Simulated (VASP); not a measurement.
# CdF2 (Fm-3m) in VASP: notebook

The runs below take CdF2 through single point, relaxation of cell and atoms, with r2SCAN.

All numbers are computed with VASP 6.6.1; they aren't measurements. Logs are shortened: lines on timing, memory, paths and dates and some standing lists are left out, and cuts for length are marked.

## 1. The cell of the first run

Symmetry: Fm-3m, No. 225, cubic system. The conventional cell has a = 5.440 Å, b = 5.440 Å, c = 5.440 Å, α = 90.00°, β = 90.00°, γ = 90.00°. Cd (site symmetry m-3m) has 8 F at 2.36 Å within 3.1 Å. F (site symmetry -43m) has 4 Cd at 2.36 Å and 6 F at 2.72 Å within 3.1 Å.

## 2. Single point, r2SCAN

The input, POSCAR:

```
CdF2
1.0
    0.0000000000      2.7197861389      2.7197861389
    2.7197861389      0.0000000000      2.7197861389
    2.7197861389      2.7197861389      0.0000000000
Cd F
1 2
Direct
    0.0000000000      0.0000000000      0.0000000000
    0.2500000000      0.2500000000      0.2500000000
    0.7500000000      0.7500000000      0.7500000000
```

The input, INCAR.step1:

```
SYSTEM = CdF2
PREC = Accurate
ENCUT = 520
ISMEAR = 0
SIGMA = 0.02
LREAL = .False.
LASPH = .True.
NELM = 100
NBANDS = 20
GGA = PE
ALGO = Normal
EDIFF = 1E-4
LWAVE = .True.
LCHARG = .False.
```

The input, INCAR.step2:

```
SYSTEM = CdF2
PREC = Accurate
ENCUT = 520
EDIFF = 1E-7
ISMEAR = 0
SIGMA = 0.02
LREAL = .False.
LASPH = .True.
NELM = 100
ALGO = Normal
ISIF = 2
LWAVE = .False.
LCHARG = .True.
METAGGA = R2SCAN
LMIXTAU = .True.
LELF = .True.
LVHAR = .True.
NBANDS = 20
ISTART = 1
```

The input, KPOINTS:

```
Automatic mesh
0
Gamma
  8 8 8
  0 0 0
```

Potentials or basis: VASP PAW PBE potentials, release 64 (Cd, F).

Command:

```console
cat potpaw_PBE.64/Cd/POTCAR potpaw_PBE.64/F/POTCAR > POTCAR
cp INCAR.step1 INCAR
mpirun -np 1 vasp_std > vasp.out
cp INCAR.step2 INCAR
mpirun -np 1 vasp_std > vasp.out
```

OUTCAR:

```text
SYSTEM = CdF2
   PREC = Accurate
   ENCUT = 520
   EDIFF = 1E-7
   ISMEAR = 0
   LREAL = .False.
   LASPH = .True.
   NELM = 100
   ISIF = 2
   METAGGA = R2SCAN
   ISTART = 1

 ion  position               nearest neighbor table
   1  0.000  0.000  0.000-   3 2.36   3 2.36   3 2.36   2 2.36   3 2.36   2 2.36   2 2.36   2 2.36

   2  0.250  0.250  0.250-   1 2.36   1 2.36   1 2.36   1 2.36
   3  0.750  0.750  0.750-   1 2.36   1 2.36   1 2.36   1 2.36

  LATTYP: Found a face centered cubic cell.
 ALAT       =     5.4395722778

  Lattice vectors:

 A1 = (   0.0000000000,   2.7197861389,   2.7197861389)
 A2 = (   2.7197861389,   0.0000000000,   2.7197861389)
 A3 = (   2.7197861389,   2.7197861389,   0.0000000000)

Analysis of symmetry for initial positions (statically):
=====================================================================
 Subroutine PRICEL returns:
 Original cell was already a primitive cell.

 Routine SETGRP: Setting up the symmetry group for a
 face centered cubic supercell.

 Subroutine GETGRP returns: Found 48 space group operations
 (whereof 48 operations were pure point group operations)
 out of a pool of 48 trial point group operations.

The static configuration has the point symmetry O_h .

Analysis of symmetry for dynamics (positions and initial velocities):
=====================================================================
 Subroutine PRICEL returns:
 Original cell was already a primitive cell.

 Routine SETGRP: Setting up the symmetry group for a
 face centered cubic supercell.

 Subroutine GETGRP returns: Found 48 space group operations
 (whereof 48 operations were pure point group operations)
 out of a pool of 48 trial point group operations.

The dynamic configuration has the point symmetry O_h .

 Subroutine INISYM returns: Found 48 space group operations
 (whereof 48 operations are pure point group operations),
 and found     1 'primitive' translations

----------------------------------------------------------------------------------------

                                     Primitive cell

  volume of cell :      40.2378

  direct lattice vectors                    reciprocal lattice vectors
     0.000000000  2.719786139  2.719786139    -0.183837984  0.183837984  0.183837984
     2.719786139  0.000000000  2.719786139     0.183837984 -0.183837984  0.183837984
     2.719786139  2.719786139  0.000000000     0.183837984  0.183837984 -0.183837984

  length of vectors
     3.846358444  3.846358444  3.846358444     0.318416728  0.318416728  0.318416728

  position of ions in fractional coordinates (direct lattice)
     0.000000000  0.000000000  0.000000000
     0.250000000  0.250000000  0.250000000
     0.750000000  0.750000000  0.750000000

  ion indices of the primitive-cell ions
   primitive index   ion index
                 1           1
                 2           2
                 3           3

----------------------------------------------------------------------------------------

 KPOINTS: Automatic mesh

Automatic generation of k-mesh.
 Grid dimensions read from file:
 generate k-points for:    8    8    8

 Generating k-lattice:

  Cartesian coordinates                     Fractional coordinates (reciprocal lattice)
    -0.022979748  0.022979748  0.022979748     0.125000000  0.000000000  0.000000000
     0.022979748 -0.022979748  0.022979748     0.000000000  0.125000000  0.000000000
     0.022979748  0.022979748 -0.022979748     0.000000000  0.000000000  0.125000000

  Length of vectors
     0.039802091  0.039802091  0.039802091

  Shift w.r.t. Gamma in fractional coordinates (k-lattice)
     0.000000000  0.000000000  0.000000000

 Subroutine IBZKPT returns following result:
 ===========================================

 Found     29 irreducible k-points:

 Following reciprocal coordinates:
            Coordinates               Weight
  0.000000  0.000000  0.000000      1.000000
  0.125000  0.000000  0.000000      8.000000
  0.250000  0.000000  0.000000      8.000000
  0.375000  0.000000  0.000000      8.000000
  0.500000  0.000000  0.000000      4.000000
  0.125000  0.125000  0.000000      6.000000
[... 16 lines left out ...]
  0.500000  0.250000  0.125000     48.000000
 -0.375000  0.250000  0.125000     24.000000
 [... further k-points ...]
   k-points           NKPTS =     29   k-points in BZ     NKDIM =     29   number of bands    NBANDS=     20
   number of dos      NEDOS =    301   number of ions     NIONS =      3
   total plane-waves  NPLWV =  27000
   dimension x,y,z NGX =    30 NGY =   30 NGZ =   30
   dimension x,y,z NGXF=    60 NGYF=   60 NGZF=   60
   ions per type =               1   2
   NGX,Y,Z   is equivalent  to a cutoff of  12.97, 12.97, 12.97 a.u.
   NGXF,Y,Z  is equivalent  to a cutoff of  25.93, 25.93, 25.93 a.u.
 SYSTEM =  CdF2
   PREC   = accura    normal or accurate (medium, high low for compatibility)
   ISTART =      1    job   : 0-new  1-cont  2-samecut
   ICHARG =      0    charge: 1-file 2-atom 10-const
   ISPIN  =      1    spin polarized calculation?
   LNONCOLLINEAR =      F non collinear calculations
   LSORBIT =      F    spin-orbit coupling
   LASPH  =      T    aspherical Exc in radial PAW
   ENCUT  =  520.0 eV  38.22 Ry    6.18 a.u.   7.15  7.15  7.15*2*pi/ulx,y,z
   NELM   =    100;   NELMIN=  2; NELMDL=  0     # of ELM steps
   EDIFF  = 0.1E-06   stopping-criterion for ELM
   LREAL  =      F    real-space projection
   EDIFFG = 0.1E-05   stopping-criterion for IOM
   NSW    =      0    number of steps for IOM
   IBRION =     -1    ionic relax: 0-MD 1-quasi-New 2-CG
   NFREE  =      0    steps in history (QN), initial steepest desc. (CG)
   ISIF   =      2    stress and relaxation
   ISYM   =      2    0-nonsym 1-usesym 2-fastsym
   POTIM  = 0.5000    time-step for ionic-motion
   TEBEG  =    0.0;   TEEND  =   0.0 temperature during run
   PSTRESS=    0.0 pullay stress
   NELECT =      26.0000    total number of electrons
   NUPDOWN=      -1.0000    fix difference up-down
   EMIN   =  10.00;   EMAX   =-10.00  energy-range for DOS
   EFERMI =   0.00;   METHOD = LEGACY
   ISMEAR =     0;   SIGMA  =   0.02  broadening in eV -4-tet -1-fermi 0-gaus
   EFERMI_NEDOS =   21; number of points for ismear=-14 and -15
   IALGO  =     38    algorithm
   IMIX   =      4    mixing-type and parameters
     AMIX     =   0.40;   BMIX     =  1.00
     AMIX_MAG =   1.60;   BMIX_MAG =  1.00
  volume/ion in A,a.u.               =      13.41        90.51
  Fermi-wavevector in a.u.,A,eV,Ry     =   1.415320  2.674566 27.254233  2.003130
  Thomas-Fermi vector in A             =   2.536770
   LORBIT       =      0    0 simple, 1 ext, 2 COOP (PROOUT), +10 PAW based schemes
   METAGGA = R2SCAN    functional components
   LHFCALC =     F    Hartree Fock is set to
   AEXX    =    0.0000 exact exchange contribution
   IVDW    =     0    specifies the selected vdW correction
   LEPSILON=     F    determine dielectric tensor
   LRPA    =     F    only Hartree local field effects (RPA)
 non-spin polarized calculation
 Gauss-broadening in eV      SIGMA  =   0.02
  energy-cutoff  :      520.00
  volume of cell :       40.24
 maximum number of plane-waves:      1106
 NGX is ok and might be reduce to    30
   NGX = 15   NGY = 15   NGZ = 15

 number of electron      25.9999984 magnetization

 Free energy of the ion-electron system (eV)
  ---------------------------------------------------
  ext. energy  EPLUGINS =         0.00000000
  ---------------------------------------------------
  free energy    TOTEN  =       -33.71701984 eV

  energy without entropy =      -33.71701984  energy(sigma->0) =      -33.71701984

 E-fermi :  -1.8744     XC(G=0): -10.8829

 val. band max:       -2.0767424135   @ k =  -0.2500   0.5000   0.2500
 cond. band min:       1.5698817035   @ k =   0.0000   0.0000   0.0000
 fundamental gap:      3.6466241170
 Fermi energy:        -1.8743998949

 k-point     1 :       0.0000    0.0000    0.0000
  band No.  band energies     occupation
      1     -23.8599      2.00000
      2     -22.8687      2.00000
      3      -7.6247      2.00000
      4      -7.6247      2.00000
      5      -7.6247      2.00000
      6      -6.5134      2.00000
[... 12 lines left out ...]
     19      18.5633      0.00000
     20      18.5633      0.00000

 k-point     2 :       0.1250    0.0000    0.0000
  band No.  band energies     occupation
      1     -23.8163      2.00000
      2     -22.9078      2.00000
      3      -7.5692      2.00000
      4      -7.5692      2.00000
      5      -7.4687      2.00000
      6      -6.5291      2.00000
[... 12 lines left out ...]
     19      18.1395      0.00000
     20      18.1395      0.00000

 k-point     3 :       0.2500    0.0000    0.0000
  band No.  band energies     occupation
      1     -23.6963      2.00000
      2     -23.0157      2.00000
      3      -7.4420      2.00000
      4      -7.4420      2.00000
      5      -7.0517      2.00000
      6      -6.5415      2.00000
[... 12 lines left out ...]
     19      17.4222      0.00000
     20      17.8394      0.00000

 k-point     4 :       0.3750    0.0000    0.0000
  band No.  band energies     occupation
      1     -23.5301      2.00000
      2     -23.1671      2.00000
      3      -7.3387      2.00000
      4      -7.3387      2.00000
      5      -6.5383      2.00000
      6      -6.4950      2.00000
[... 429 lines left out ...]
 k-point    23 :       0.5000    0.2500    0.1250
  band No.  band energies     occupation
      1     -23.4796      2.00000
      2     -23.2006      2.00000
      3      -7.2169      2.00000
      4      -7.1336      2.00000
      5      -6.7105      2.00000
      6      -6.5036      2.00000
[... 12 lines left out ...]
     19      17.4640      0.00000
     20      20.6331      0.00000

 k-point    24 :      -0.3750    0.2500    0.1250
  band No.  band energies     occupation
      1     -23.3519      2.00000
      2     -23.3212      2.00000
      3      -7.1881      2.00000
      4      -7.0975      2.00000
      5      -6.5541      2.00000
      6      -6.5400      2.00000
[... 12 lines left out ...]
     19      17.2072      0.00000
     20      21.0161      0.00000

 [... further k-points ...]

------------------------ aborting loop because EDIFF is reached ----------------------------------------

  FORCE on cell =-STRESS in cart. coord.  units (eV):
  Direction    XX          YY          ZZ          XY          YZ          ZX
  --------------------------------------------------------------------------------------
  -------------------------------------------------------------------------------------
  Total       -0.5442361     -0.5442361     -0.5442361      0.0000000     -0.0000000     -0.0000000
  in kB      -21.6702387    -21.6702387    -21.6702387      0.0000000     -0.0000000     -0.0000000
  external PRESSURE =     -21.6702387 kB  Pullay stress =       0.0000000 kB

 VOLUME and BASIS-vectors are now :
 -----------------------------------------------------------------------------
  energy-cutoff  :      520.00
  volume of cell :       40.24
      direct lattice vectors                 reciprocal lattice vectors
     0.000000000  2.719786139  2.719786139    -0.183837984  0.183837984  0.183837984
     2.719786139  0.000000000  2.719786139     0.183837984 -0.183837984  0.183837984
     2.719786139  2.719786139  0.000000000     0.183837984  0.183837984 -0.183837984

 POSITION                                       TOTAL-FORCE (eV/Angst)
 -----------------------------------------------------------------------------------
      0.00000      0.00000      0.00000        -0.000000     -0.000000      0.000000
      1.35989      1.35989      1.35989         0.000000      0.000000     -0.000000
      4.07968      4.07968      4.07968        -0.000000     -0.000000      0.000000
 -----------------------------------------------------------------------------------
    total drift:                                0.000000     -0.000000      0.000000

  FREE ENERGIE OF THE ION-ELECTRON SYSTEM (eV)
  ---------------------------------------------------
  free  energy   TOTEN  =       -33.7170198360 eV

  energy  without entropy=      -33.7170198360  energy(sigma->0) =      -33.71701984
```

Run time: 2 min. Hardware: 1 thread of Intel Xeon 8259CL, shared host; peak memory 0.18 GiB.

What came out:

```
Free energy            : -33.7170 eV
Pressure               : -2.2 GPa
Band gap on the k mesh : 3.65 eV (least direct gap 4.19 eV)
```

Levels at points of the mesh, in eV from the valence-band top:
| k point | band 10 | band 11 | band 12 | band 13 | band 14 | band 15 | band 16 | band 17 |
| --- | --- | --- | --- | --- | --- | --- | --- | --- |
| (0.00, 0.00, 0.00) | -0.92 | -0.54 | -0.54 | -0.54 | 3.65 | 13.46 | 13.46 | 13.46 |
| (0.50, 0.00, 0.00) | -1.74 | -1.74 | -0.42 | -0.42 | 7.76 | 9.60 | 15.33 | 15.33 |
| (0.50, 0.50, 0.00) | -2.82 | -0.46 | -0.09 | -0.09 | 8.63 | 10.38 | 12.12 | 15.03 |

Caveat: the PAW data sets were made with another functional, which shifts forces and pressure a little.

## 3. Relaxation of cell and atoms, r2SCAN, target pressure 60 GPa, at which the enthalpy is minimised

This run uses another cell than the first one, of 10.11 Å³/atom.

The input, POSCAR:

```
CdF2
1.0
    0.0000000000      2.4748821333      2.4748821333
    2.4748821333      0.0000000000      2.4748821333
    2.4748821333      2.4748821333      0.0000000000
Cd F
1 2
Direct
    0.0000000000      0.0000000000      0.0000000000
    0.2500000000      0.2500000000      0.2500000000
    0.7500000000      0.7500000000      0.7500000000
```

The input, INCAR.step1:

```
PREC = Accurate ; ENCUT = 600
ISMEAR = 0 ; SIGMA = 0.02
LREAL = False ; LASPH = True
NELM = 60 ; GGA = PE
ALGO = Normal ; EDIFF = 1E-4
LWAVE = True ; LCHARG = False
```

The input, INCAR.step2:

```
PREC = Accurate ; ENCUT = 600
EDIFF = 1E-7 ; ISMEAR = 0
SIGMA = 0.02 ; LREAL = False
LASPH = True ; NELM = 60
ALGO = Normal ; ISIF = 3
LWAVE = False ; LCHARG = False
METAGGA = R2SCAN ; LMIXTAU = True
IBRION = 2 ; NSW = 70
EDIFFG = -0.008 ; PSTRESS = 600.0
ISTART = 1
```

The input, KPOINTS:

```
regular mesh
0
Gamma
  8 8 8
```

Potentials or basis: VASP PAW PBE potentials, release 64 (Cd, F).

Command:

```console
cat potpaw_PBE.64/Cd/POTCAR potpaw_PBE.64/F/POTCAR > POTCAR
cp INCAR.step1 INCAR
mpirun -np 1 vasp_std > vasp.out
cp INCAR.step2 INCAR
mpirun -np 1 vasp_std > vasp.out
```

Run time: 3.5 min. Hardware: 1 thread of Intel Xeon 8259CL, shared host; peak memory 0.18 GiB.

It converged, with:

- Free energy: -32.3433 eV
- Relaxed volume: 10.01 Å³/atom
- Relaxed cell: a = 3.489 Å, b = 3.489 Å, c = 3.489 Å, α = 60.00°, β = 60.00°, γ = 60.00°
- Space group after relaxing (to 0.1 Å): Fm-3m (No. 225)
- Energy change on relaxing (the run minimises the enthalpy): +35.7 meV/atom
- Ionic steps: 3
- Pressure after relaxing: 60.0 GPa
- Band gap on the k mesh: 4.71 eV (least direct gap 4.75 eV)

The path:
| step | energy change (eV) | largest force (eV/Å) | pressure (GPa) | volume (Å³) |
| --- | --- | --- | --- | --- |
| 1 | 0.0000 | 0.0000 | 56.49 | 30.32 |
| 2 | 0.3743 | 0.0000 | 68.54 | 29.36 |
| 3 | 0.1072 | 0.0000 | 59.98 | 30.02 |

Final structure:
```
Cd F
1.0
     0.00000    2.46683    2.46683
     2.46683    0.00000    2.46683
     2.46683    2.46683    0.00000
Cd F
1 2
Direct
  0.00000 0.00000 0.00000
  0.25000 0.25000 0.25000
  0.75000 0.75000 0.75000
```

Levels at points of the mesh, in eV from the valence-band top:
```tsv
k point	band 10	band 11	band 12	band 13	band 14	band 15	band 16	band 17
(0.00, 0.00, 0.00)	-1.95	-0.03	-0.03	-0.03	4.71	14.73	14.73	14.73
(0.50, 0.00, 0.00)	-3.19	-3.19	-0.12	-0.12	10.21	10.36	18.10	18.10
(0.50, 0.50, 0.00)	-3.27	-1.28	-0.13	-0.13	11.13	12.17	12.74	17.84
```

Caveat: the cell is relaxed towards a set pressure, so the run minimises the enthalpy, not the energy; the PAW data sets were made with another functional, which shifts forces and pressure a little.

(Continued in part 2 of 2.)
